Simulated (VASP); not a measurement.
# LiNbO3 (R-3c) in VASP: notebook, part 2 of 2

VASP 6.6.1. The steps go on from the part before.

**6. Single point, PBE (9.56 Å³/atom)**

This run uses another cell than the first one, of 9.56 Å³/atom.

Input file INCAR:

```
SYSTEM = LiNbO3
PREC = Accurate
ENCUT = 520
EDIFF = 1E-7
ISMEAR = 0
SIGMA = 0.02
LREAL = .FALSE.
LASPH = .TRUE.
NELM = 60
ALGO = Normal
ISIF = 2
LWAVE = .FALSE.
LCHARG = .TRUE.
GGA = PE
LELF = .TRUE.
LVHAR = .TRUE.
NBANDS = 45
```

Input file KPOINTS:

```
Automatic mesh
0
G
  6 6 6
  0 0 0
```

Input file POSCAR:

```
LiNbO3
1.0
    2.5079688830      1.4479765098      4.3858846187
   -2.5079688830      1.4479765098      4.3858846187
    0.0000000000     -2.8959530194      4.3858846188
Li Nb O
2 2 6
Direct
    0.2500000000      0.2500000000      0.2500000000
    0.7500000000      0.7500000000      0.7500000000
    0.0000000000      0.0000000000      0.0000000000
    0.5000000000      0.5000000000      0.5000000000
    0.1112045573      0.3887954427      0.7500000000
    0.7500000000      0.1112045573      0.3887954427
    0.3887954427      0.7500000000      0.1112045573
    0.2500000000      0.8887954427      0.6112045573
    0.8887954427      0.6112045573      0.2500000000
    0.6112045573      0.2500000000      0.8887954427
```

Potentials or basis: VASP PAW PBE potentials, release 64 (Li_sv, Nb_sv, O).

Run with:

```
cat potpaw_PBE.64/Li_sv/POTCAR potpaw_PBE.64/Nb_sv/POTCAR potpaw_PBE.64/O/POTCAR > POTCAR
mpirun -np 1 vasp_std > vasp.out
```

OUTCAR:

```text
SYSTEM = LiNbO3
   PREC = Accurate
   ENCUT = 520
   EDIFF = 1E-7
   ISMEAR = 0
   LREAL = .FALSE.
   LASPH = .TRUE.
   NELM = 60
   ISIF = 2
   GGA = PE

 ion  position               nearest neighbor table
   1  0.250  0.250  0.250-   9 1.81   8 1.81  10 1.81
   2  0.750  0.750  0.750-   5 1.81   6 1.81   7 1.81
   3  0.000  0.000  0.000-   7 1.95  10 1.95   9 1.95   5 1.95   6 1.95   8 1.95
   4  0.500  0.500  0.500-   6 1.95   8 1.95   5 1.95   9 1.95   7 1.95  10 1.95
   5  0.111  0.389  0.750-   2 1.81   3 1.95   4 1.95
   6  0.750  0.111  0.389-   2 1.81   4 1.95   3 1.95
   7  0.389  0.750  0.111-   2 1.81   3 1.95   4 1.95
   8  0.250  0.889  0.611-   1 1.81   4 1.95   3 1.95
   9  0.889  0.611  0.250-   1 1.81   3 1.95   4 1.95
  10  0.611  0.250  0.889-   1 1.81   3 1.95   4 1.95

  LATTYP: Found a trigonal (rhomboedric) cell.
 ALAT       =     5.2557138221
 COS(alpha) =     0.5445812948

  Lattice vectors:

 A1 = (   2.5079688830,   1.4479765098,   4.3858846187)
 A2 = (  -2.5079688830,   1.4479765098,   4.3858846187)
[... 197 lines left out ...]
 cond. band min:       7.6056312158   @ k =   0.5000   0.5000   0.0000
 fundamental gap:      2.7633591791
 Fermi energy:         4.9364394102

 k-point     1 :       0.0000    0.0000    0.0000
  band No.  band energies     occupation
      1     -49.4518      2.00000
      2     -49.4255      2.00000
      3     -37.5267      2.00000
      4     -37.5227      2.00000
      5     -25.8237      2.00000
      6     -25.8237      2.00000
[... 1141 lines left out ...]
     44      15.3866      0.00000
     45      15.6786      0.00000

 [... further k-points ...]
[... 5 lines left out ...]
  --------------------------------------------------------------------------------------
  -------------------------------------------------------------------------------------
  Total       14.8704719     14.8704719     14.6251149      0.0000000     -0.0000000      0.0000000
  in kB      249.3120218    249.3120218    245.1984699      0.0000000     -0.0000000      0.0000000
  external PRESSURE =     247.9408378 kB  Pullay stress =       0.0000000 kB

 VOLUME and BASIS-vectors are now :
 -----------------------------------------------------------------------------
  energy-cutoff  :      520.00
  volume of cell :       95.56
      direct lattice vectors                 reciprocal lattice vectors
     2.507968883  1.447976510  4.385884619     0.199364515  0.115103156  0.076001391
    -2.507968883  1.447976510  4.385884619    -0.199364515  0.115103156  0.076001391
     0.000000000 -2.895953019  4.385884619     0.000000000 -0.230206313  0.076001391

 POSITION                                       TOTAL-FORCE (eV/Angst)
 -----------------------------------------------------------------------------------
      0.00000      0.00000      3.28941         0.000000     -0.000000     -0.000000
      0.00000      0.00000      9.86824         0.000000     -0.000000     -0.000000
      0.00000      0.00000      0.00000         0.000000     -0.000000     -0.000000
      0.00000      0.00000      6.57883         0.000000     -0.000000     -0.000000
     -0.69619     -1.44798      5.48236         0.057759     -0.000000      0.000000
      1.60208      0.12107      5.48236        -0.028879      0.050020     -0.000000
     -0.90589      1.32691      5.48236        -0.028879     -0.050020      0.000000
     -1.60208     -0.12107      7.67530         0.028879     -0.050020      0.000000
      0.69619      1.44798      7.67530        -0.057759     -0.000000      0.000000
      0.90589     -1.32691      7.67530         0.028879      0.050020     -0.000000
 -----------------------------------------------------------------------------------
    total drift:                                0.000000      0.000000      0.000000

  FREE ENERGIE OF THE ION-ELECTRON SYSTEM (eV)
  ---------------------------------------------------
  free  energy   TOTEN  =       -78.8202243346 eV

  energy  without entropy=      -78.8202243346  energy(sigma->0) =      -78.82022433
```

OSZICAR:

```text
N       E                     dE             d eps       ncg     rms          rms(c)
DAV:   1     0.740304180606E+03    0.74030E+03   -0.37280E+04  2880   0.162E+03
DAV:   2    -0.308922610905E+02   -0.77120E+03   -0.74364E+03  3680   0.557E+02
DAV:   3    -0.915127747374E+02   -0.60621E+02   -0.60075E+02  4280   0.144E+02
DAV:   4    -0.972832754563E+02   -0.57705E+01   -0.57521E+01  5024   0.387E+01
DAV:   5    -0.975154903848E+02   -0.23221E+00   -0.23213E+00  4369   0.637E+00    0.284E+01
DAV:   6    -0.785715063038E+02    0.18944E+02   -0.78469E+01  4312   0.543E+01    0.861E+00
DAV:   7    -0.787871710912E+02   -0.21566E+00   -0.66861E+00  4651   0.134E+01    0.573E+00
DAV:   8    -0.788027327571E+02   -0.15562E-01   -0.64249E-01  4400   0.514E+00    0.148E+00
DAV:   9    -0.788147684449E+02   -0.12036E-01   -0.61330E-02  4444   0.151E+00    0.833E-01
DAV:  10    -0.788202208670E+02   -0.54524E-02   -0.18498E-02  3544   0.917E-01    0.935E-02
DAV:  11    -0.788201736971E+02    0.47170E-04   -0.15289E-03  4189   0.229E-01    0.624E-02
DAV:  12    -0.788202118675E+02   -0.38170E-04   -0.11433E-04  4480   0.618E-02    0.272E-02
DAV:  13    -0.788202243258E+02   -0.12458E-04   -0.20515E-05  4158   0.285E-02    0.733E-03
DAV:  14    -0.788202246250E+02   -0.29918E-06   -0.15471E-06  4480   0.837E-03    0.198E-03
DAV:  15    -0.788202244869E+02    0.13810E-06   -0.14482E-07  2310   0.339E-03    0.123E-03
DAV:  16    -0.788202243572E+02    0.12968E-06   -0.50196E-08  1920   0.241E-03    0.744E-04
DAV:  17    -0.788202243346E+02    0.22640E-07   -0.18848E-08  1920   0.123E-03
   1 F= -.78820224E+02 E0= -.78820224E+02  d E =-.123095E-13
```

Run time: 2.7 min. Hardware: 1 thread of Intel Xeon Platinum 8488C (Sapphire Rapids), shared host; peak memory 0.3 GiB.

What came out:

```yaml
Free_energy: -78.8202 eV
Largest_force: 0.058 eV/Å
Band_gap_on_the_k_mesh: 2.76 eV (least direct gap 2.85 eV)
```

Forces on the atoms (eV/Å):
```
Li   0.000  0.000  0.000
Li   0.000  0.000  0.000
Nb   0.000  0.000  0.000
Nb   0.000  0.000  0.000
O    0.058  0.000  0.000
O   -0.029  0.050  0.000
O   -0.029 -0.050  0.000
O    0.029 -0.050  0.000
O   -0.058  0.000  0.000
O    0.029  0.050  0.000
```

Levels at points of the mesh, in eV from the valence-band top:
```csv
k point,band 31,band 32,band 33,band 34,band 35,band 36,band 37,band 38
"(0.00, 0.00, 0.00)",-0.51,-0.29,-0.29,0.00,2.85,2.85,2.92,4.89
"(0.50, 0.00, 0.00)",-0.45,-0.45,-0.28,-0.28,4.43,4.43,4.48,4.48
"(0.50, 0.50, 0.00)",-0.93,-0.60,-0.60,-0.34,2.76,3.62,4.04,4.64
"(0.50, 0.50, 0.50)",-0.48,-0.48,-0.48,-0.48,4.33,4.33,4.79,4.79
```

Caveat: the cutoff is under 1.25 times the usual one of these potentials, so pressure, stress and relaxed cells hold a basis-set (Pulay) error.

**7. Summary**

| task | cell | cutoff (eV) | gap on the mesh (eV) | pressure (GPa) |
| --- | --- | --- | --- | --- |
| relaxation of shape and atoms at fixed volume | relaxed from a = 5.553 Å, angles 56.7°, 10 atoms, atomic positions A | 600 | 2.40 | -4.4 |
| relaxation of shape and atoms at fixed volume | relaxed from a = 5.602 Å, angles 56.8°, 10 atoms, atomic positions B | 600 | 2.31 | -7.7 |
| relaxation of shape and atoms at fixed volume | relaxed from a = 5.443 Å, angles 56.7°, 10 atoms, atomic positions A | 600 | 2.59 | 4.4 |
| relaxation of cell and atoms | relaxed from a = 5.498 Å, angles 56.7°, 10 atoms, atomic positions A | 600 | 2.50 | 0.0 |
| single point | a = 5.256 Å, angles 57.0°, 10 atoms, atomic positions C | 520 | 2.76 | - |

Alike in all rows: level PBE; potentials or basis VASP PAW PBE potentials, release 64 (Li_sv, Nb_sv, O); no spin polarisation; k mesh 6 × 6 × 6; smearing gaussian 0.02 eV.

Caveats: the cutoff is under 1.25 times the usual one of these potentials, so pressure, stress and relaxed cells hold a basis-set (Pulay) error.

Total energies depend on the potentials used, so only differences within one code and one set of settings carry meaning.
